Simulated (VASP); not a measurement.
Input of a VASP 6.6.1 run:

INCAR

```
PREC = Accurate ; ENCUT = 520
EDIFF = 1E-7 ; ISMEAR = 0
SIGMA = 0.15 ; LREAL = F
LASPH = T ; NELM = 60
ALGO = Fast ; ISIF = 2
LWAVE = F ; LCHARG = F
GGA = PE ; NBANDS = 42
```

Contents of KPOINTS:

```
Automatic mesh
0
Gamma
  18 18 4
```

POSCAR

```
Au
1.0
    2.0455000000     -2.0455000000      0.0000000000
    2.0455000000      0.0000000000     -2.0455000000
   11.2502500000      6.6478750000      6.6478750000
Au
6
Direct
    0.6041791667      0.6041791667      0.0833166667
   -0.6874875000     -0.6874875000      0.9166500000
    0.1458458333      0.1458458333      0.2499833333
    0.2291791667      0.2291791667      0.5833166667
   -0.3124875000     -0.3124875000      0.4166500000
   -0.2291541667     -0.2291541667      0.7499833333
```

Potentials or basis: VASP PAW PBE potentials, release 64 (Au).

Launch:

```sh
$ cat potpaw_PBE.64/Au/POTCAR > POTCAR
$ mpirun -np 1 vasp_std > vasp.out
```

Task: What does it give for the band gap on the k mesh?

Result: Zero (bands 33 and 34 overlap by 4.89 eV).

Task: Estimate the pressure.

Result: 7.8 GPa.

Task: What does it give for the largest force?

Result: 0.216 eV/Å.

Stress tensor (GPa, compression positive):
```
7.20 0.32 0.32
0.32 8.16 0.21
0.32 0.21 8.16
```

Caveat: the cell differs from its parent crystal (the part above a cut slid along it); the cell stands under pressure; spin-orbit coupling is left out, which moves the levels of the heavy elements.
